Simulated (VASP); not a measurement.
Input of a VASP 6.6.1 run:

Contents of INCAR:

```
SYSTEM = NdBeF2
PREC     = Accurate       ! precision mode
ENCUT    = 600            ! plane-wave cutoff, eV
EDIFF    = 1E-6           ! SCF threshold, eV
ISMEAR   = 0              ! smearing method
SIGMA    = 0.1            ! smearing width, eV
LREAL    = .False.        ! projectors in reciprocal space
LASPH    = .True.         ! aspherical terms in the spheres
NELM     = 200            ! most SCF steps
ALGO     = Normal         ! electronic algorithm
ISIF     = 2              ! what is computed and relaxed
LWAVE    = .False.        ! write WAVECAR
LCHARG   = .False.        ! write CHGCAR
GGA      = PE             ! functional
NBANDS   = 23             ! bands
GGA_COMPAT= .False.      
LMAXMIX  = 6              ! l up to which the mixer works
```

File KPOINTS:

```
regular mesh
0
Gamma
  6 6 4
  0 0 0
```

Contents of POSCAR:

```
NdBeF2
1.0
    4.5110231463      0.0000000000      0.0000000000
   -2.2555115732      3.9066606418      0.0000000000
    0.0000000000      0.0000000000      6.5947224296
Nd Be F
1 1 2
Direct
    0.3333333333      0.6666666667      0.0000000000
    0.6666666667      0.3333333333      0.0000000000
    0.6666666667      0.3333333333      0.2327594857
    0.6666666667      0.3333333333      0.7672405143
```

Potentials or basis: VASP PAW PBE potentials, release 64 (Nd, Be, F).

Command:

```bash
$ cat potpaw_PBE.64/Nd/POTCAR potpaw_PBE.64/Be/POTCAR potpaw_PBE.64/F/POTCAR > POTCAR
$ mpirun -np 1 vasp_std > vasp.out
```

Question: What does it give for the band gap on the k mesh?

Answer: 0.10 eV.

Question: Predict the pressure.

Answer: -0.3 GPa.

Stress tensor (GPa, compression positive):
```
-0.42  0.00  0.00
 0.00 -0.42  0.00
 0.00  0.00 -0.02
```

Caveat: spin-orbit coupling is left out, which moves the levels of the heavy elements; semilocal functionals describe open f shells poorly, which spoils levels, moments and volumes. Spin polarisation is off, so any magnetic state and its effect on volume and gap are missing.
